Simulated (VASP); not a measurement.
# ScSi2 (P6/mmm) in VASP: settings compared

The runs below take ScSi2 through single point, with BLYP, b88 exchange, pbe correlation, PBEsol+D3(BJ), r2SCAN+D4, r2SCAN.

Program: VASP 6.6.1. These are calculated values, not measurements. Logs are shortened: lines on timing, memory, paths and dates and some standing lists are left out, and cuts for length are marked.

### Step 1. The cell of the first run

The structure is hexagonal, space group P6/mmm (No. 191). Conventional cell: a = 3.660 Å, b = 3.660 Å, c = 3.870 Å, α = 90.00°, β = 90.00°, γ = 120.00°. Within 3.9 Å of Sc (site symmetry 6/mmm) lie 12 Si at 2.87 Å and 8 Sc at 3.66 to 3.87 Å. Within 2.9 Å of Si (site symmetry -6m2) lie 3 Si at 2.11 Å and 6 Sc at 2.87 Å.

### Step 2. Single point, BLYP

INCAR

```
AGGAC    = 1.0          
AGGAX    = 1.0          
ALDAC    = 0.0          
ALDAX    = 1.0          
ALGO     = Normal         # electronic algorithm
EDIFF    = 1E-6           # SCF threshold, eV
ENCUT    = 500            # plane-wave cutoff, eV
GGA      = B5             # functional
GGA_COMPAT= F            
ISIF     = 2              # what is computed and relaxed
ISMEAR   = 1              # smearing method
LASPH    = T              # aspherical terms in the spheres
LCHARG   = T              # write CHGCAR
LELF     = T              # ELF
LREAL    = F              # projectors in reciprocal space
LVHAR    = T            
LWAVE    = F              # write WAVECAR
NBANDS   = 16             # bands
NELM     = 120            # most SCF steps
PREC     = Accurate       # precision mode
SIGMA    = 0.15           # smearing width, eV
```

KPOINTS

```
k-points
0
Gamma
  8 8 7
```

POSCAR

```
ScSi2
1.0
    3.6600000000      0.0000000000      0.0000000000
   -1.8300000000      3.1696529779      0.0000000000
    0.0000000000      0.0000000000      3.8700000000
Sc Si
1 2
Direct
    0.0000000000      0.0000000000      0.0000000000
    0.6666666667      0.3333333333      0.5000000000
    0.3333333333      0.6666666667      0.5000000000
```

Potentials or basis: VASP PAW PBE potentials, release 64 (Sc_sv, Si).

Started as:

```console
cat potpaw_PBE.64/Sc_sv/POTCAR potpaw_PBE.64/Si/POTCAR > POTCAR
mpirun -np 1 vasp_std > vasp.out
```

OUTCAR:

```text
EDIFF = 1E-6
   ENCUT = 500
   GGA = B5
   ISIF = 2
   ISMEAR = 1
   LASPH = T
   LREAL = F
   NELM = 120
   PREC = Accurate

 ion  position               nearest neighbor table
   1  0.000  0.000  0.000-   2 2.87   3 2.87   2 2.87   3 2.87   2 2.87   2 2.87   3 2.87   3 2.87
                             2 2.87   2 2.87   3 2.87   3 2.87
   2  0.667  0.333  0.500-   3 2.11   3 2.11   3 2.11   1 2.87   1 2.87   1 2.87   1 2.87   1 2.87
                             1 2.87
   3  0.333  0.667  0.500-   2 2.11   2 2.11   2 2.11   1 2.87   1 2.87   1 2.87   1 2.87   1 2.87
                             1 2.87

  LATTYP: Found a hexagonal cell.
 ALAT       =     3.6600000000
 C/A-ratio  =     1.0573770492

  Lattice vectors:

 A1 = (   3.6600000000,   0.0000000000,   0.0000000000)
 A2 = (  -1.8300000000,   3.1696529779,   0.0000000000)
 A3 = (   0.0000000000,   0.0000000000,   3.8700000000)

Analysis of symmetry for initial positions (statically):
=====================================================================
 Subroutine PRICEL returns:
 Original cell was already a primitive cell.

 Routine SETGRP: Setting up the symmetry group for a
 hexagonal supercell.

 Subroutine GETGRP returns: Found 24 space group operations
 (whereof 24 operations were pure point group operations)
 out of a pool of 24 trial point group operations.

The static configuration has the point symmetry D_6h.

Analysis of symmetry for dynamics (positions and initial velocities):
=====================================================================
 Subroutine PRICEL returns:
 Original cell was already a primitive cell.

 Routine SETGRP: Setting up the symmetry group for a
 hexagonal supercell.

 Subroutine GETGRP returns: Found 24 space group operations
 (whereof 24 operations were pure point group operations)
 out of a pool of 24 trial point group operations.

The dynamic configuration has the point symmetry D_6h.

 Subroutine INISYM returns: Found 24 space group operations
 (whereof 24 operations are pure point group operations),
 and found     1 'primitive' translations

----------------------------------------------------------------------------------------

                                     Primitive cell

[... 84 lines left out ...]
   ISTART =      0    job   : 0-new  1-cont  2-samecut
   ICHARG =      2    charge: 1-file 2-atom 10-const
   ISPIN  =      1    spin polarized calculation?
   LNONCOLLINEAR =      F non collinear calculations
   LSORBIT =      F    spin-orbit coupling
   LASPH  =      T    aspherical Exc in radial PAW
   ENCUT  =  500.0 eV  36.75 Ry    6.06 a.u.   6.67  6.67  7.06*2*pi/ulx,y,z
   NELM   =    120;   NELMIN=  2; NELMDL= -5     # of ELM steps
   EDIFF  = 0.1E-05   stopping-criterion for ELM
   LREAL  =      F    real-space projection
   EDIFFG = 0.1E-04   stopping-criterion for IOM
   NSW    =      0    number of steps for IOM
   IBRION =     -1    ionic relax: 0-MD 1-quasi-New 2-CG
   NFREE  =      0    steps in history (QN), initial steepest desc. (CG)
   ISIF   =      2    stress and relaxation
   ISYM   =      2    0-nonsym 1-usesym 2-fastsym
   POTIM  = 0.5000    time-step for ionic-motion
   TEBEG  =    0.0;   TEEND  =   0.0 temperature during run
   PSTRESS=    0.0 pullay stress
   NELECT =      19.0000    total number of electrons
   NUPDOWN=      -1.0000    fix difference up-down
   EMIN   =  10.00;   EMAX   =-10.00  energy-range for DOS
   EFERMI =   0.00;   METHOD = LEGACY
   ISMEAR =     1;   SIGMA  =   0.15  broadening in eV -4-tet -1-fermi 0-gaus
   EFERMI_NEDOS =   21; number of points for ismear=-14 and -15
   IALGO  =     38    algorithm
   IMIX   =      4    mixing-type and parameters
     AMIX     =   0.40;   BMIX     =  1.00
     AMIX_MAG =   1.60;   BMIX_MAG =  1.00
  volume/ion in A,a.u.               =      14.97       100.99
  Fermi-wavevector in a.u.,A,eV,Ry     =   1.229112  2.322685 20.554542  1.510716
  Thomas-Fermi vector in A             =   2.364012
   LORBIT       =      0    0 simple, 1 ext, 2 COOP (PROOUT), +10 PAW based schemes
   GGA     = B5    functional components
   LHFCALC =     F    Hartree Fock is set to
   AEXX    =    0.0000 exact exchange contribution
   IVDW    =     0    specifies the selected vdW correction
   LEPSILON=     F    determine dielectric tensor
   LRPA    =     F    only Hartree local field effects (RPA)
 non-spin polarized calculation
 Methfessel and Paxton  Order N= 1 SIGMA  =   0.15
  energy-cutoff  :      500.00
  volume of cell :       44.90
 maximum number of plane-waves:      1160
 NGX is ok and might be reduce to    28
   NGX = 13   NGY = 13   NGZ = 15

 number of electron      18.9999998 magnetization

 Free energy of the ion-electron system (eV)
  ---------------------------------------------------
  ext. energy  EPLUGINS =         0.00000000
  ---------------------------------------------------
  free energy    TOTEN  =       -14.30547002 eV

  energy without entropy =      -14.30348222  energy(sigma->0) =      -14.30480742

 E-fermi :   9.7472     XC(G=0): -10.6170

 val. band max:        9.7346866378   @ k =   0.3750   0.2500   0.0000
 cond. band min:       9.8008401063   @ k =   0.2500  -0.0000   0.2857
 fundamental gap:      0.0661534685
 Fermi energy:         9.7472495055

 k-point     1 :       0.0000    0.0000    0.0000
  band No.  band energies     occupation
      1     -39.8033      2.00000
      2     -18.6510      2.00000
      3     -18.5707      2.00000
      4     -18.5707      2.00000
      5      -4.1507      2.00000
      6       6.1557      2.00000
[... 433 lines left out ...]
      3     -18.6675      2.00000
      4     -18.5912      2.00000
      5      -1.9921      2.00000
      6       1.4970      2.00000
[... 8 lines left out ...]
     15      13.9311      0.00000
     16      15.3784      0.00000

 [... further k-points ...]
[... 5 lines left out ...]
  --------------------------------------------------------------------------------------
  -------------------------------------------------------------------------------------
  Total       11.4191281     11.4191281      1.9812610      0.0000000     -0.0000000     -0.0000000
  in kB      407.5113960    407.5113961     70.7047349      0.0000000     -0.0000000     -0.0000000
  external PRESSURE =     295.2425090 kB  Pullay stress =       0.0000000 kB

 VOLUME and BASIS-vectors are now :
 -----------------------------------------------------------------------------
  energy-cutoff  :      500.00
  volume of cell :       44.90
      direct lattice vectors                 reciprocal lattice vectors
     3.660000000  0.000000000  0.000000000     0.273224044  0.157745975  0.000000000
    -1.830000000  3.169652978  0.000000000     0.000000000  0.315491950  0.000000000
     0.000000000  0.000000000  3.870000000     0.000000000  0.000000000  0.258397933

 POSITION                                       TOTAL-FORCE (eV/Angst)
 -----------------------------------------------------------------------------------
      0.00000      0.00000      0.00000        -0.000000      0.000000      0.000000
      1.83000      1.05655      1.93500        -0.000000      0.000000      0.000000
     -0.00000      2.11310      1.93500         0.000000     -0.000000      0.000000
 -----------------------------------------------------------------------------------
    total drift:                               -0.000000      0.000000      0.000000

  FREE ENERGIE OF THE ION-ELECTRON SYSTEM (eV)
  ---------------------------------------------------
  free  energy   TOTEN  =       -14.3054700184 eV

  energy  without entropy=      -14.3034822237  energy(sigma->0) =      -14.30480742
```

OSZICAR:

```text
N       E                     dE             d eps       ncg     rms          rms(c)
DAV:   1     0.122593188045E+03    0.12259E+03   -0.80905E+03  1296   0.109E+03
DAV:   2    -0.106501299076E+02   -0.13324E+03   -0.12996E+03  1328   0.323E+02
DAV:   3    -0.164424750589E+02   -0.57923E+01   -0.55702E+01  2000   0.644E+01
DAV:   4    -0.165650885472E+02   -0.12261E+00   -0.12238E+00  1560   0.964E+00
DAV:   5    -0.165690153288E+02   -0.39268E-02   -0.39262E-02  1968   0.173E+00    0.101E+01
DAV:   6    -0.143090432301E+02    0.22600E+01   -0.96235E+00  2096   0.273E+01    0.389E+00
DAV:   7    -0.143101829823E+02   -0.11398E-02   -0.26441E-01  1680   0.476E+00    0.281E+00
DAV:   8    -0.143056761085E+02    0.45069E-02   -0.23204E-02  1592   0.161E+00    0.201E-01
DAV:   9    -0.143054485300E+02    0.22758E-03   -0.12321E-03  1880   0.404E-01    0.118E-01
DAV:  10    -0.143054704214E+02   -0.21891E-04   -0.29446E-04  1448   0.127E-01    0.508E-02
DAV:  11    -0.143054700259E+02    0.39549E-06   -0.62150E-05  2056   0.708E-02    0.267E-02
DAV:  12    -0.143054695272E+02    0.49864E-06   -0.13746E-05  1824   0.405E-02    0.367E-03
DAV:  13    -0.143054700184E+02   -0.49117E-06   -0.47676E-06  1440   0.214E-02
   1 F= -.14305470E+02 E0= -.14304807E+02  d E =-.198779E-02
```

stdout:

```text
POSCAR found type information on POSCAR ScSi
 POSCAR found :  2 types and       3 ions
 scaLAPACK will be used
 -----------------------------------------------------------------------------
|                                                                             |
|                                                                             |
|     You enforced a specific xc type in the INCAR file but a different       |
|     I HOPE YOU KNOW WHAT YOU ARE DOING!                                     |
|                                                                             |
 -----------------------------------------------------------------------------

 LDA part: xc-table for (Slater(with rela. corr.)+VWN5), standard interpolation
 POSCAR, INCAR and KPOINTS ok, starting setup
 FFT: planning ... GRIDC
 FFT: planning ... GRID_SOFT
 FFT: planning ... GRID
 WAVECAR not read
 entering main loop
```

It took 29 s on 1 thread of Intel Xeon Platinum 8375C at 2.90GHz (Ice Lake), shared host; peak memory 0.17 GiB.

Results:

| Property | Result |
| --- | --- |
| Free energy | -14.3055 eV |
| Pressure | 29.5 GPa |
| Band gap on the k mesh | zero (an odd number of electrons rules out a gap without spin polarisation) |

Caveat: the cell stands under pressure; the PAW data sets were made with another functional, which shifts forces and pressure a little.

### Step 3. Single point, b88 exchange, pbe correlation, collinear spin

INCAR

```
SYSTEM = ScSi2
ALGO     = Normal         ! electronic algorithm
EDIFF    = 1E-6           ! SCF threshold, eV
ENCUT    = 500            ! plane-wave cutoff, eV
GGA      = LIBXC          ! functional
GGA_COMPAT= .False.      
ISIF     = 2              ! what is computed and relaxed
ISMEAR   = -1             ! smearing method
ISPIN    = 2              ! spin polarisation
LASPH    = .True.         ! aspherical terms in the spheres
LCHARG   = .False.        ! write CHGCAR
LIBXC1   = GGA_X_B88    
LIBXC2   = GGA_C_PBE    
LMAXMIX  = 4              ! l up to which the mixer works
LORBIT   = 11             ! projections on sites
LREAL    = .False.        ! projectors in reciprocal space
LWAVE    = .False.        ! write WAVECAR
MAGMOM   = 0.5 0 0        ! initial moments
NBANDS   = 20             ! bands
NELM     = 200            ! most SCF steps
PREC     = Accurate       ! precision mode
SIGMA    = 0.05           ! smearing width, eV
```

KPOINTS

```
k-points
0
Gamma
  8 8 7
  0 0 0
```

POSCAR is that of step 2.

Potentials or basis: VASP PAW PBE potentials, release 64 (Sc_sv, Si).

Started as:

```console
cat potpaw_PBE.64/Sc_sv/POTCAR potpaw_PBE.64/Si/POTCAR > POTCAR
mpirun -np 1 vasp_std > vasp.out
```

Run time: 49 s. Hardware: 1 thread of Intel Xeon Platinum 8375C at 2.90GHz (Ice Lake), shared host; peak memory 0.2 GiB.

The run converged. Its results:

- Free energy: -17.1009 eV
- Pressure: 25.4 GPa
- Net moment: 0.00 μB per cell
- Valence electrons inside the program's atomic spheres: Sc 9.55; Si 1.86

Stress tensor (GPa, compression positive):
```
37.34  0.00  0.00
 0.00 37.34  0.00
 0.00  0.00  1.59
```

Levels at points of the mesh, in eV from the Fermi level:
Spin up:
```tsv
k point	band 6	band 7	band 8	band 9	band 10	band 11	band 12	band 13
(0.00, 0.00, 0.00)	-3.58	-3.49	-3.49	-2.07	1.07	1.07	1.17	1.62
(0.50, 0.00, 0.00)	-9.81	-4.54	-3.24	-2.76	0.47	0.75	2.24	2.44
```
Spin down:
```tsv
k point	band 7	band 8	band 9	band 10	band 11	band 12
(0.00, 0.00, 0.00)	-3.49	-3.49	-2.07	1.07	1.07	1.17
(0.50, 0.00, 0.00)	-4.54	-3.24	-2.76	0.47	0.75	2.24
```

Caveat: the cell stands under pressure; the PAW data sets were made with another functional, which shifts forces and pressure a little.

### Step 4. Single point, PBEsol+D3(BJ)

INCAR

```
SYSTEM = ScSi2
PREC = Accurate
ENCUT = 500
EDIFF = 1E-6
ISMEAR = -1
SIGMA = 0.05
LREAL = .False.
LASPH = .True.
NELM = 120
ALGO = Normal
ISIF = 2
LWAVE = .False.
LCHARG = .True.
GGA = PS
IVDW = 12
LELF = .True.
LVHAR = .True.
NBANDS = 16
GGA_COMPAT = .False.
```

KPOINTS

```
regular mesh
0
Gamma
  8 8 7
  0 0 0
```

POSCAR is that of step 3.

Started as:

```console
cat potpaw_PBE.64/Sc_sv/POTCAR potpaw_PBE.64/Si/POTCAR > POTCAR
mpirun -np 1 vasp_std > vasp.out
```

Run time: 18 s. Hardware: 1 thread of AMD EPYC 7R13 (Zen 3), shared host; peak memory 0.15 GiB.

It converged, with:

```
Free energy                : -20.0340 eV
Pressure                   : 16.9 GPa
Band gap on the k mesh     : zero (an odd number of electrons rules out a gap without spin polarisation)
Dispersion energy per atom : -0.452 eV
```

Stress tensor (GPa, compression positive):
```
29.18  0.00  0.00
 0.00 29.18  0.00
 0.00  0.00 -7.56
```

Levels at points of the mesh, in eV from the Fermi level:
| k point | band 5 | band 6 | band 7 | band 8 | band 9 | band 10 | band 11 | band 12 | band 13 | band 14 |
| --- | --- | --- | --- | --- | --- | --- | --- | --- | --- | --- |
| (0.00, 0.00, 0.00) | -13.86 | -3.55 | -3.45 | -3.45 | -2.12 | 1.06 | 1.06 | 1.19 | 1.63 | 1.63 |
| (0.50, 0.00, 0.00) | -10.91 | -9.80 | -4.50 | -3.23 | -2.79 | 0.49 | 0.76 | 2.25 | 2.47 | 2.65 |

Caveat: the cell stands under pressure; the PAW data sets were made with another functional, which shifts forces and pressure a little.

### Step 5. Single point, r2SCAN+D4

POSCAR is that of step 4.

INCAR.step1

```
SYSTEM = ScSi2
  PREC = Accurate
  ENCUT = 550
  ISMEAR = 1
  SIGMA = 0.1
  LREAL = .False.
  LASPH = .True.
  NELM = 120
  NBANDS = 16
  GGA = PE
  ALGO = Normal
  EDIFF = 1E-5
  LWAVE = .True.
  LCHARG = .False.
  GGA_COMPAT = .False.
```

INCAR.step2

```
SYSTEM = ScSi2
  PREC = Accurate
  ENCUT = 550
  EDIFF = 1E-6
  ISMEAR = 1
  SIGMA = 0.1
  LREAL = .False.
  LASPH = .True.
  NELM = 120
  ALGO = Normal
  ISIF = 2
  LWAVE = .False.
  LCHARG = .True.
  METAGGA = R2SCAN
  LMIXTAU = .True.
  IVDW = 13
  VDW_S6 = 1.0
  VDW_S8 = 0.6018749
  VDW_A1 = 0.51559235
  VDW_A2 = 5.77342911
  LELF = .True.
  LVHAR = .True.
  NBANDS = 16
  ISTART = 1
  GGA_COMPAT = .False.
```

KPOINTS

```
Automatic mesh
0
Gamma
  8 8 7
  0 0 0
```

Started as:

```console
cat potpaw_PBE.64/Sc_sv/POTCAR potpaw_PBE.64/Si/POTCAR > POTCAR
cp INCAR.step1 INCAR
mpirun -np 1 vasp_std > vasp.out
cp INCAR.step2 INCAR
mpirun -np 1 vasp_std > vasp.out
```

Run time: 80 s. Hardware: 1 thread of AMD EPYC 7R13 (Zen 3), shared host; peak memory 0.16 GiB.

The run converged. Its results:

* Free energy: -29.6957 eV
* Pressure: 23.3 GPa
* Band gap on the k mesh: zero (an odd number of electrons rules out a gap without spin polarisation)
* Dispersion energy per atom: -0.152 eV

Stress tensor (GPa, compression positive):
```
35.13  0.00  0.00
 0.00 35.13  0.00
 0.00  0.00 -0.43
```

Levels at points of the mesh, in eV from the Fermi level:
| k point | band 5 | band 6 | band 7 | band 8 | band 9 | band 10 | band 11 | band 12 | band 13 | band 14 |
| --- | --- | --- | --- | --- | --- | --- | --- | --- | --- | --- |
| (0.00, 0.00, 0.00) | -14.72 | -3.96 | -3.75 | -3.75 | -2.16 | 1.01 | 1.01 | 1.32 | 1.75 | 1.75 |
| (0.50, 0.00, 0.00) | -11.62 | -10.42 | -4.92 | -3.52 | -2.91 | 0.35 | 0.81 | 2.47 | 2.60 | 2.78 |

Caveat: the cell stands under pressure; the PAW data sets were made with another functional, which shifts forces and pressure a little.

[end of part 1 of 2]
